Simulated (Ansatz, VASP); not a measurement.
# BaTe in VASP and in Ansatz

File INCAR:

```
ALGO = Normal
EDIFF = 1E-6
EDIFFG = -0.002
ENCUT = 600
GGA = PS
IBRION = 2
ISIF = 3
ISMEAR = -1
LASPH = T
LCHARG = F
LREAL = F
LWAVE = F
NELM = 80
NSW = 100
PREC = Accurate
SIGMA = 0.1
```

File KPOINTS:

```
k-points
0
Gamma
  12 12 12
```

The input POSCAR:

```
BaTe
1.0
    0.0000000000      3.4100000000      3.4100000000
    3.4100000000      0.0000000000      3.4100000000
    3.4100000000      3.4100000000      0.0000000000
Ba Te
1 1
Direct
    0.0000000000      0.0000000000      0.0000000000
    0.5000000000      0.5000000000      0.5000000000
```

Input for Ansatz:

```yaml
crystal:
  lattice:
    - [0.0, 3.41, 3.41]
    - [3.41, 0.0, 3.41]
    - [3.41, 3.41, 0.0]
  atoms:
    - { symbol: Ba, position: [0.0, 0.0, 0.0] }
    - { symbol: Te, position: [0.5, 0.5, 0.5] }
kpoints:
  mp_grid: { grid: [12, 12, 12] }
scf:
  occupations: { method: fermi_dirac, width: 0.1 }
hamiltonian:
  xc: pbesol
  pseudopotentials: { kind: paw }
relax:
  f_tol: 0.002
  max_steps: 80
  cell: {}
output:
  forces: true
  stress: true
  write_density: true
  write_potential: true
  elf: true
  volumetric_format: npy
```

Alike in both runs: task relaxation of cell and atoms; functional PBEsol; k mesh 12 × 12 × 12; occupations fermi-dirac, width 0.1 eV; no spin polarisation.

|  | VASP | Ansatz |
| --- | --- | --- |
| version | VASP 6.6.1 | Ansatz 0.2.0 |
| potentials or method | VASP PAW PBE potentials, release 64 (Ba_sv, Te) | PAW with Ansatz's default frozen-core files, scalar-relativistic |
| plane-wave cutoff (eV) | 600 | 420 |
| valence electrons in the cell | 16 | 26 |

```csv
,VASP,Ansatz,Ansatz less VASP
relaxed volume (Å³/atom),42.31,41.83,-0.476
relaxed length of the cell vector where the two differ most in proportion (Å),4.928,4.909,-0.0185
```

VASP's potentials were made for PBE, not for PBEsol. VASP's potentials hold 16 valence electrons a cell and Ansatz's 26, so a difference there can come from the potentials and not from the codes.

Spin-orbit coupling is off throughout.
